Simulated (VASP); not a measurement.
# Ru in VASP: further runs

Ru is run at these levels: r2SCAN, PBEsol; tasks: single point.

Everything below comes from runs of VASP 6.6.1. Logs are shortened: lines on timing, memory, paths and dates and some standing lists are left out, and cuts for length are marked.

### Step 1. The cell of the first run

It takes space group Fm-3m (No. 225, cubic). Conventional cell: a = 3.795 Å, b = 3.795 Å, c = 3.795 Å, α = 90.00°, β = 90.00°, γ = 90.00°. Ru (site symmetry m-3m) has 12 Ru at 2.68 Å within 3.5 Å.

This isn't the form of Ru at room conditions, which is hcp.

### Step 2. Single point, r2SCAN (strained)

Contents of POSCAR:

```
Ru
1.0
    0.0000000000      1.8974586000      1.8974586000
    1.8974586000      0.0000000000      1.8974586000
    1.8974586000      1.8974586000      0.0000000000
Ru
1
Direct
    0.0000000000      0.0000000000      0.0000000000
```

Contents of INCAR.step1:

```
  PREC = Accurate
  ENCUT = 520
  ISMEAR = 0
  SIGMA = 0.1
  LREAL = False
  LASPH = True
  NELM = 80
  NBANDS = 13
  GGA = PE
  ALGO = Normal
  EDIFF = 1E-4
  LWAVE = True
  LCHARG = False
```

Contents of INCAR.step2:

```
  PREC = Accurate
  ENCUT = 520
  EDIFF = 1E-6
  ISMEAR = 0
  SIGMA = 0.1
  LREAL = False
  LASPH = True
  NELM = 80
  ALGO = Normal
  ISIF = 2
  LWAVE = False
  LCHARG = True
  METAGGA = R2SCAN
  LMIXTAU = True
  LELF = True
  LVHAR = True
  NBANDS = 13
  ISTART = 1
```

Contents of KPOINTS:

```
Automatic mesh
0
Gamma
  18 18 18
```

Potentials or basis: VASP PAW PBE potentials, release 64 (Ru_pv).

Launch:

```sh
$ cat potpaw_PBE.64/Ru_pv/POTCAR > POTCAR
$ cp INCAR.step1 INCAR
$ mpirun -np 1 vasp_std > vasp.out
$ cp INCAR.step2 INCAR
$ mpirun -np 1 vasp_std > vasp.out
```

OUTCAR:

```text
PREC = Accurate
   ENCUT = 520
   EDIFF = 1E-6
   ISMEAR = 0
   LREAL = False
   LASPH = True
   NELM = 80
   ISIF = 2
   METAGGA = R2SCAN
   ISTART = 1

 ion  position               nearest neighbor table
   1  0.000  0.000  0.000-

  LATTYP: Found a face centered cubic cell.
 ALAT       =     3.7949172000

  Lattice vectors:

 A1 = (   0.0000000000,   1.8974586000,   1.8974586000)
 A2 = (   1.8974586000,   0.0000000000,   1.8974586000)
 A3 = (   1.8974586000,   1.8974586000,   0.0000000000)

Analysis of symmetry for initial positions (statically):
=====================================================================
 Subroutine PRICEL returns:
 Original cell was already a primitive cell.

 Routine SETGRP: Setting up the symmetry group for a
 face centered cubic supercell.

 Subroutine GETGRP returns: Found 48 space group operations
 (whereof 48 operations were pure point group operations)
 out of a pool of 48 trial point group operations.

The static configuration has the point symmetry O_h .

Analysis of symmetry for dynamics (positions and initial velocities):
=====================================================================
 Subroutine PRICEL returns:
 Original cell was already a primitive cell.

 Routine SETGRP: Setting up the symmetry group for a
 face centered cubic supercell.

 Subroutine GETGRP returns: Found 48 space group operations
 (whereof 48 operations were pure point group operations)
 out of a pool of 48 trial point group operations.

The dynamic configuration has the point symmetry O_h .

 Subroutine INISYM returns: Found 48 space group operations
 (whereof 48 operations are pure point group operations),
 and found     1 'primitive' translations

----------------------------------------------------------------------------------------

                                     Primitive cell

  volume of cell :      13.6630

  direct lattice vectors                    reciprocal lattice vectors
     0.000000000  1.897458600  1.897458600    -0.263510361  0.263510361  0.263510361
     1.897458600  0.000000000  1.897458600     0.263510361 -0.263510361  0.263510361
     1.897458600  1.897458600  0.000000000     0.263510361  0.263510361 -0.263510361

  length of vectors
     2.683411686  2.683411686  2.683411686     0.456413333  0.456413333  0.456413333

  position of ions in fractional coordinates (direct lattice)
     0.000000000  0.000000000  0.000000000

  ion indices of the primitive-cell ions
   primitive index   ion index
                 1           1

----------------------------------------------------------------------------------------

 KPOINTS: Automatic mesh

Automatic generation of k-mesh.
 Grid dimensions read from file:
 generate k-points for:   18   18   18

 Generating k-lattice:

  Cartesian coordinates                     Fractional coordinates (reciprocal lattice)
    -0.014639464  0.014639464  0.014639464     0.055555556  0.000000000  0.000000000
     0.014639464 -0.014639464  0.014639464     0.000000000  0.055555556  0.000000000
     0.014639464  0.014639464 -0.014639464     0.000000000  0.000000000  0.055555556

  Length of vectors
     0.025356296  0.025356296  0.025356296

  Shift w.r.t. Gamma in fractional coordinates (k-lattice)
     0.000000000  0.000000000  0.000000000

 Subroutine IBZKPT returns following result:
 ===========================================

 Found    195 irreducible k-points:

 Following reciprocal coordinates:
            Coordinates               Weight
  0.000000  0.000000  0.000000      1.000000
  0.055556  0.000000  0.000000      8.000000
  0.111111  0.000000  0.000000      8.000000
  0.166667  0.000000  0.000000      8.000000
  0.222222  0.000000  0.000000      8.000000
  0.277778  0.000000  0.000000      8.000000
[... 16 lines left out ...]
 -0.277778  0.055556  0.000000     24.000000
 -0.222222  0.055556  0.000000     24.000000
 [... further k-points ...]
   k-points           NKPTS =    195   k-points in BZ     NKDIM =    195   number of bands    NBANDS=     13
   number of dos      NEDOS =    301   number of ions     NIONS =      1
   total plane-waves  NPLWV =   8000
   dimension x,y,z NGX =    20 NGY =   20 NGZ =   20
   dimension x,y,z NGXF=    40 NGYF=   40 NGZF=   40
   ions per type =               1
   NGX,Y,Z   is equivalent  to a cutoff of  12.39, 12.39, 12.39 a.u.
   NGXF,Y,Z  is equivalent  to a cutoff of  24.78, 24.78, 24.78 a.u.
 SYSTEM =  unknown system
   PREC   = accura    normal or accurate (medium, high low for compatibility)
   ISTART =      1    job   : 0-new  1-cont  2-samecut
   ICHARG =      0    charge: 1-file 2-atom 10-const
   ISPIN  =      1    spin polarized calculation?
   LNONCOLLINEAR =      F non collinear calculations
   LSORBIT =      F    spin-orbit coupling
   LASPH  =      T    aspherical Exc in radial PAW
   ENCUT  =  520.0 eV  38.22 Ry    6.18 a.u.   4.99  4.99  4.99*2*pi/ulx,y,z
   NELM   =     80;   NELMIN=  2; NELMDL=  0     # of ELM steps
   EDIFF  = 0.1E-05   stopping-criterion for ELM
   LREAL  =      F    real-space projection
[... 7 lines left out ...]
   TEBEG  =    0.0;   TEEND  =   0.0 temperature during run
   PSTRESS=    0.0 pullay stress
   NELECT =      14.0000    total number of electrons
   NUPDOWN=      -1.0000    fix difference up-down
   EMIN   =  10.00;   EMAX   =-10.00  energy-range for DOS
   EFERMI =   0.00;   METHOD = LEGACY
   ISMEAR =     0;   SIGMA  =   0.10  broadening in eV -4-tet -1-fermi 0-gaus
   EFERMI_NEDOS =   21; number of points for ismear=-14 and -15
   IALGO  =     38    algorithm
   IMIX   =      4    mixing-type and parameters
     AMIX     =   0.40;   BMIX     =  1.00
     AMIX_MAG =   1.60;   BMIX_MAG =  1.00
  volume/ion in A,a.u.               =      13.66        92.20
  Fermi-wavevector in a.u.,A,eV,Ry     =   1.650448  3.118895 37.061983  2.723979
  Thomas-Fermi vector in A             =   2.739396
   LORBIT       =      0    0 simple, 1 ext, 2 COOP (PROOUT), +10 PAW based schemes
   METAGGA = R2SCAN    functional components
   LHFCALC =     F    Hartree Fock is set to
   AEXX    =    0.0000 exact exchange contribution
   IVDW    =     0    specifies the selected vdW correction
   LEPSILON=     F    determine dielectric tensor
   LRPA    =     F    only Hartree local field effects (RPA)
 non-spin polarized calculation
 Gauss-broadening in eV      SIGMA  =   0.10
  energy-cutoff  :      520.00
  volume of cell :       13.66
 maximum number of plane-waves:       380
   NGX =  9   NGY =  9   NGZ =  9

 number of electron      14.0000004 magnetization

 Free energy of the ion-electron system (eV)
  ---------------------------------------------------
  ext. energy  EPLUGINS =         0.00000000
  ---------------------------------------------------
  free energy    TOTEN  =       -25.30988947 eV

  energy without entropy =      -25.30510325  energy(sigma->0) =      -25.30749636

 E-fermi :  12.4818     XC(G=0): -15.3568

 val. band max:       12.4730586864   @ k =   0.3333   0.2778   0.0000
 cond. band min:      12.4860332504   @ k =   0.1667   0.0556   0.0000
 fundamental gap:      0.0129745639
 Fermi energy:        12.4818184973

 k-point     1 :       0.0000    0.0000    0.0000
  band No.  band energies     occupation
      1     -31.2438      2.00000
      2     -31.2438      2.00000
      3     -31.2438      2.00000
      4       4.2995      2.00000
      5       9.8663      2.00000
      6       9.8663      2.00000
      7       9.8663      2.00000
      8      12.3826      1.83944
      9      12.3826      1.83944
     10      21.0537      0.00000
     11      28.2469      0.00000
     12      34.3211      0.00000
     13      34.3211      0.00000

 k-point     2 :       0.0556    0.0000    0.0000
  band No.  band energies     occupation
      1     -31.2796      2.00000
      2     -31.2484      2.00000
      3     -31.2484      2.00000
      4       4.4378      2.00000
      5       9.7930      2.00000
      6       9.9243      2.00000
      7       9.9243      2.00000
      8      12.3454      1.94628
      9      12.3454      1.94628
     10      21.0538      0.00000
     11      28.4767      0.00000
     12      33.6304      0.00000
     13      34.5422      0.00000

 k-point     3 :       0.1111    0.0000    0.0000
  band No.  band energies     occupation
      1     -31.3821      2.00000
      2     -31.2617      2.00000
      3     -31.2617      2.00000
      4       4.8326      2.00000
      5       9.6094      2.00000
      6      10.0756      2.00000
      7      10.0756      2.00000
      8      12.2641      1.99792
      9      12.2641      1.99792
     10      21.0537      0.00000
     11      29.1045      0.00000
     12      32.2061      0.00000
     13      35.1866      0.00000
[... 305 lines left out ...]
 k-point    23 :      -0.2778    0.0556    0.0000
  band No.  band energies     occupation
      1     -31.9808      2.00000
      2     -31.3801      2.00000
      3     -31.3303      2.00000
      4       6.5375      2.00000
      5       9.9298      2.00000
      6      10.1833      2.00000
      7      10.2397      2.00000
      8      12.5778      0.17477
      9      13.4920      0.00000
     10      21.0537      0.00000
     11      27.3497      0.00000
     12      30.3008      0.00000
     13      36.6936      0.00000

 k-point    24 :      -0.2222    0.0556    0.0000
  band No.  band energies     occupation
      1     -31.7930      2.00000
      2     -31.3530      2.00000
      3     -31.3035      2.00000
      4       6.2836      2.00000
      5       9.3726      2.00000
      6      10.3026      2.00000
      7      10.3770      2.00000
      8      12.1167      2.00000
      9      12.9540      0.00000
     10      21.0537      0.00000
     11      28.7761      0.00000
     12      30.7652      0.00000
     13      36.6590      0.00000

 [... further k-points ...]

------------------------ aborting loop because EDIFF is reached ----------------------------------------

  FORCE on cell =-STRESS in cart. coord.  units (eV):
  Direction    XX          YY          ZZ          XY          YZ          ZX
  --------------------------------------------------------------------------------------
  -------------------------------------------------------------------------------------
  Total       -0.1078985     -0.1078985     -0.1078985     -0.0000000     -0.0000000      0.0000000
  in kB      -12.6525819    -12.6525819    -12.6525819     -0.0000000     -0.0000000      0.0000000
  external PRESSURE =     -12.6525819 kB  Pullay stress =       0.0000000 kB

 VOLUME and BASIS-vectors are now :
 -----------------------------------------------------------------------------
  energy-cutoff  :      520.00
  volume of cell :       13.66
      direct lattice vectors                 reciprocal lattice vectors
     0.000000000  1.897458600  1.897458600    -0.263510361  0.263510361  0.263510361
     1.897458600  0.000000000  1.897458600     0.263510361 -0.263510361  0.263510361
     1.897458600  1.897458600  0.000000000     0.263510361  0.263510361 -0.263510361

 POSITION                                       TOTAL-FORCE (eV/Angst)
 -----------------------------------------------------------------------------------
      0.00000      0.00000      0.00000         0.000000     -0.000000      0.000000
 -----------------------------------------------------------------------------------
    total drift:                                0.000000     -0.000000      0.000000

  FREE ENERGIE OF THE ION-ELECTRON SYSTEM (eV)
  ---------------------------------------------------
  free  energy   TOTEN  =       -25.3098894694 eV

  energy  without entropy=      -25.3051032491  energy(sigma->0) =      -25.30749636
```

It took 49 s on 1 thread of Intel Xeon 6975P-C (Granite Rapids), shared host; peak memory 0.15 GiB.

Results:

```yaml
Free_energy: -25.3099 eV
Pressure: -1.3 GPa
Band_gap_on_the_k_mesh: zero (bands 7 and 8 overlap by 3.56 eV)
```

Caveat: the cell differs from its parent crystal (strained); an empty level that is flat over the whole mesh can mark a ghost state of the potentials, or a narrow d or f band; the PAW data sets were made with another functional, which shifts forces and pressure a little.

(Continued in part 2 of 2.)
